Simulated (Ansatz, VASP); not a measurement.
**La in VASP and in Ansatz**

Contents of INCAR:

```
SYSTEM = La
PREC = Accurate
ENCUT = 520
EDIFF = 1E-7
ISMEAR = -1
SIGMA = 0.1
LREAL = .False.
LASPH = .True.
NELM = 60
ALGO = Normal
ISIF = 2
LWAVE = .False.
LCHARG = .False.
GGA = PE
NBANDS = 30
```

KPOINTS

```
regular mesh
0
Gamma
  13 13 4
  0 0 0
```

Contents of POSCAR:

```
La
1.0
    3.6153160938      0.0000000000      0.0000000000
   -1.8076580469      3.1309555799      0.0000000000
    0.0000000000      0.0000000000     11.6074100071
La
4
Direct
    0.0000000000      1.0000000000      1.0000000000
    0.0000000000      1.0000000000      0.5000000000
    0.3333333333      0.6666666667      0.7500000000
    0.6666666667      0.3333333333      0.2500000000
```

Input for Ansatz:

```yaml
crystal:
  lattice:
    - [3.6153160938, 0.0, 0.0]
    - [-1.8076580469, 3.1309555799, 0.0]
    - [0.0, 0.0, 11.6074100071]
  atoms:
    - { symbol: La, position: [0.0, 1.0, 1.0] }
    - { symbol: La, position: [0.0, 1.0, 0.5] }
    - { symbol: La, position: [0.3333333333, 0.6666666667, 0.75] }
    - { symbol: La, position: [0.6666666667, 0.3333333333, 0.25] }
hamiltonian:
  xc: pbe
  pseudopotentials:
    kind: paw
    azcp:
      La: "pseudopotentials/La.paw.azcp"
basis:
  ecutwfc: 420
  fft_grid_basis: typed
kpoints:
  mp_grid: { grid: [13, 13, 4], shift: [0, 0, 0] }
magnetization:
  spin_polarized: false
scf:
  occupations: { method: fermi_dirac, width: 0.1 }
output:
  stress: true
```

Alike in both runs: task single point; functional PBE; k mesh 13 × 13 × 4; occupations fermi-dirac, width 0.1 eV; no spin polarisation.

|  | VASP | Ansatz |
| --- | --- | --- |
| version | VASP 6.6.1 | Ansatz 0.2.0 |
| potentials or method | VASP PAW PBE potentials, release 64 (La), cutoff 520 eV | plane waves (420 eV) with PAW, scalar-relativistic |
| valence electrons in the cell | 44 | 44 |

```tsv
	VASP	Ansatz	Ansatz less VASP
pressure (GPa)	3.8	3.7	-0.10
traceless stress, the component that is largest in VASP (GPa)	0.10	0.11	+0.015
```

With one functional, cell and mesh, what is left measures potentials, basis and numerics.

Spin-orbit coupling is off throughout.
